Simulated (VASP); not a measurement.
# LiF (Fm-3m) in VASP: a series of runs, part 2 of 2

VASP 6.6.1.

## 3. Vibrations by perturbation theory, PBE

The input, INCAR:

```
PREC     = Accurate       # precision mode
ENCUT    = 520            # plane-wave cutoff, eV
EDIFF    = 1E-8           # SCF threshold, eV
ISMEAR   = 0              # smearing method
SIGMA    = 0.01           # smearing width, eV
LREAL    = F              # projectors in reciprocal space
LASPH    = T              # aspherical terms in the spheres
NELM     = 60             # most SCF steps
ALGO     = Normal         # electronic algorithm
ISIF     = 2              # what is computed and relaxed
LWAVE    = F              # write WAVECAR
LCHARG   = T              # write CHGCAR
GGA      = PE             # functional
IBRION   = 8              # ionic algorithm
NSW      = 1              # ionic steps
LEPSILON = T              # dielectric tensor by DFPT
```

The input, KPOINTS:

```
Automatic mesh
0
Gamma
  12 12 12
```

The input, POSCAR:

```
LiF
1.0
    0.0000000000      2.0340616031      2.0340616031
    2.0340616031      0.0000000000      2.0340616031
    2.0340616031      2.0340616031      0.0000000000
Li F
1 1
Direct
    0.5000000000      0.5000000000      0.5000000000
    0.0000000000      0.0000000000      0.0000000000
```

Potentials or basis: VASP PAW PBE potentials, release 64 (Li_sv, F).

Started as:

```
> cat potpaw_PBE.64/Li_sv/POTCAR potpaw_PBE.64/F/POTCAR > POTCAR
> mpirun -np 1 vasp_std > vasp.out
```

OUTCAR:

```text
PREC = Accurate
   ENCUT = 520
   EDIFF = 1E-8
   ISMEAR = 0
   LREAL = F
   LASPH = T
   NELM = 60
   ISIF = 2
   GGA = PE
   IBRION = 8
   NSW = 1
   LEPSILON = T

 ion  position               nearest neighbor table
   1  0.500  0.500  0.500-   2 2.03   2 2.03   2 2.03   2 2.03   2 2.03   2 2.03
   2  0.000  0.000  0.000-   1 2.03   1 2.03   1 2.03   1 2.03   1 2.03   1 2.03

  LATTYP: Found a face centered cubic cell.
 ALAT       =     4.0681232062

  Lattice vectors:

 A1 = (   0.0000000000,   2.0340616031,   2.0340616031)
 A2 = (   2.0340616031,   0.0000000000,   2.0340616031)
 A3 = (   2.0340616031,   2.0340616031,   0.0000000000)

Analysis of symmetry for initial positions (statically):
=====================================================================
 Subroutine PRICEL returns:
 Original cell was already a primitive cell.

 Routine SETGRP: Setting up the symmetry group for a
 face centered cubic supercell.

 Subroutine GETGRP returns: Found 48 space group operations
 (whereof 48 operations were pure point group operations)
 out of a pool of 48 trial point group operations.

The static configuration has the point symmetry O_h .

Analysis of symmetry for dynamics (positions and initial velocities):
=====================================================================
 Subroutine PRICEL returns:
 Original cell was already a primitive cell.

 Routine SETGRP: Setting up the symmetry group for a
 face centered cubic supercell.

 Subroutine GETGRP returns: Found 48 space group operations
 (whereof 48 operations were pure point group operations)
[... 548 lines left out ...]
          XX          YY          ZZ          XY          YZ          ZX
  --------------------------------------------------------------------------------
  x     0.00000     0.00000     0.00000     0.00000     0.00000     0.00000
  y     0.00000     0.00000     0.00000     0.00000     0.00000     0.00000
  z     0.00000     0.00000     0.00000     0.00000     0.00000     0.00000

 BORN EFFECTIVE CHARGES (including local field effects) (in |e|, cummulative output)
 ---------------------------------------------------------------------------------
 ion    1
    1     1.05360     0.00000     0.00000
    2     0.00000     1.05360     0.00000
    3     0.00000     0.00000     1.05360
 ion    2
    1    -1.05360     0.00000     0.00000
    2     0.00000    -1.05360     0.00000
    3     0.00000     0.00000    -1.05360

 INTERNAL STRAIN TENSOR FOR ION    2 for displacements in x,y,z  (eV/Angst):
          X           Y           Z          XY          YZ          ZX
  --------------------------------------------------------------------------------
  x     0.00000     0.00000     0.00000     0.00000     0.00000     0.00000
  y     0.00000     0.00000     0.00000     0.00000     0.00000     0.00000
  z     0.00000     0.00000     0.00000     0.00000     0.00000     0.00000

 SECOND DERIVATIVES (NOT SYMMETRIZED)
 ------------------------------------
               1X          1Y          1Z          2X          2Y          2Z
  1X    -1.396854    0.000000    0.000000    1.396854    0.000000    0.000000
  1Y     0.000000   -1.396854    0.000000    0.000000    1.396854    0.000000
  1Z     0.000000    0.000000   -1.396854    0.000000    0.000000    1.396854
  2X     1.377666    0.000000    0.000000   -1.377666    0.000000    0.000000
  2Y     0.000000    1.377666    0.000000    0.000000   -1.377666    0.000000
  2Z     0.000000    0.000000    1.377666    0.000000    0.000000   -1.377666

 Eigenvectors and eigenvalues of the dynamical matrix
 ----------------------------------------------------

   1 f  =    8.150108 THz    51.208638 2PiTHz  271.858336 cm-1    33.706123 meV
             X         Y         Z           dx          dy          dz
      2.034062  2.034062  2.034062     0.761580    0.391373    0.000000
      0.000000  0.000000  0.000000    -0.459433   -0.236101   -0.000000
[... 21 lines left out ...]
   6 f/i=    0.024930 THz     0.156642 2PiTHz    0.831587 cm-1     0.103104 meV
             X         Y         Z           dx          dy          dz
      2.034062  2.034062  2.034062     0.516491   -0.004818    0.006011
      0.000000  0.000000  0.000000     0.856163   -0.007986    0.009964

--------------------------------------------------------------------------------------------------------

 MACROSCOPIC STATIC DIELECTRIC TENSOR IONIC CONTRIBUTION
 ------------------------------------------------------
           8.602573    -0.000000     0.000000
          -0.000000     8.602573    -0.000000
           0.000000    -0.000000     8.602573
 ------------------------------------------------------

 ELASTIC MODULI CONTR FROM IONIC RELAXATION (kBar)
 Direction    XX          YY          ZZ          XY          YZ          ZX
 --------------------------------------------------------------------------------
 XX           0.0000      0.0000      0.0000      0.0000      0.0000      0.0000
 YY           0.0000      0.0000      0.0000      0.0000      0.0000      0.0000
 ZZ           0.0000      0.0000      0.0000      0.0000      0.0000      0.0000
 XY           0.0000      0.0000      0.0000      0.0000      0.0000      0.0000
 YZ           0.0000      0.0000      0.0000      0.0000      0.0000      0.0000
 ZX           0.0000      0.0000      0.0000      0.0000      0.0000      0.0000
 --------------------------------------------------------------------------------

 PIEZOELECTRIC TENSOR IONIC CONTR  for field in x, y, z        (C/m^2)
          XX          YY          ZZ          XY          YZ          ZX
  --------------------------------------------------------------------------------
  x     0.00000     0.00000     0.00000     0.00000     0.00000     0.00000
  y     0.00000     0.00000     0.00000     0.00000     0.00000     0.00000
  z     0.00000     0.00000     0.00000     0.00000     0.00000     0.00000
```

OSZICAR:

```text
N       E                     dE             d eps       ncg     rms          rms(c)
DAV:   1     0.239097423878E+02    0.23910E+02   -0.56203E+03  1344   0.115E+03
DAV:   2    -0.839650288257E+01   -0.32306E+02   -0.30843E+02  1463   0.188E+02
DAV:   3    -0.101102234303E+02   -0.17137E+01   -0.17048E+01  2032   0.376E+01
DAV:   4    -0.101526476824E+02   -0.42424E-01   -0.42306E-01  1758   0.486E+00
[... 219 lines left out ...]
RMM:  10    -0.522843711312E+00    0.11158E-05    0.49847E-08  6187   0.803E-04    0.671E-06
RMM:  11    -0.522843817346E+00   -0.10603E-06    0.80062E-08  6554   0.358E-04    0.416E-06
RMM:  12    -0.522843763942E+00    0.53404E-07    0.31786E-08  6510   0.159E-04    0.190E-06
RMM:  13    -0.522843716519E+00    0.47423E-07   -0.63375E-09  6597   0.710E-05    0.637E-07
RMM:  14    -0.522843716630E+00   -0.11026E-09    0.81685E-10  6079   0.322E-05    0.545E-07
 Linear response finished
```

Run time: 3.5 min. Hardware: 1 thread of Intel Xeon Platinum 8259CL at 2.50GHz (Skylake/Cascade Lake), shared host; peak memory 0.19 GiB.

Results:

```yaml
Electronic_dielectric_tensor_diagonal: 2.05
Born_charges_mean_of_the_diagonal: Li +1.05; F -1.05 e
Highest_phonon_frequency_at_Γ_LO-TO_splitting_left_out: 272 cm⁻¹
```

Phonon frequencies in cm⁻¹ (negative: imaginary):
| q point | frequencies |
| --- | --- |
| (0.000, 0.000, 0.000) | -1 -1 -1 272 272 272 |

Electronic dielectric tensor:
```
2.05 0.00 0.00
0.00 2.05 0.00
0.00 0.00 2.05
```

Born effective charge tensors (e):
atom 1, Li
```
1.05 0.00 0.00
0.00 1.05 0.00
0.00 0.00 1.05
```
atom 2, F
```
-1.05  0.00  0.00
 0.00 -1.05  0.00
 0.00  0.00 -1.05
```
